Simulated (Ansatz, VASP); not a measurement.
Two plane-wave programs on Ba

```
Ba
1.0
    -2.50000    2.50000    2.50000
     2.50000   -2.50000    2.50000
     2.50000    2.50000   -2.50000
Ba
1
Direct
  0.00000 0.00000 0.00000
```

Alike in both runs: task relaxation of cell and atoms; functional RPBE; k mesh 9 × 9 × 9; occupations fermi-dirac, width 0.1 eV; no spin polarisation.

|  | VASP | Ansatz |
| --- | --- | --- |
| version | VASP 6.6.1 | Ansatz 0.2.0 |
| potentials or method | VASP PAW PBE potentials, release 64 (Ba_sv), cutoff 600 eV | plane waves (420 eV) with PAW, scalar-relativistic |
| valence electrons in the cell | 10 | 10 |

VASP gave:

- relaxed volume (Å³/atom): 69.05
- relaxed cell length with the largest relative difference (Å): 4.476

Problem. Which values does Ansatz return?

Solution. Relaxed volume (Å³/atom): 68.34; relaxed cell length with the largest relative difference (Å): 4.461.

VASP's potentials were made for PBE, not for RPBE.

Spin-orbit coupling is off throughout.
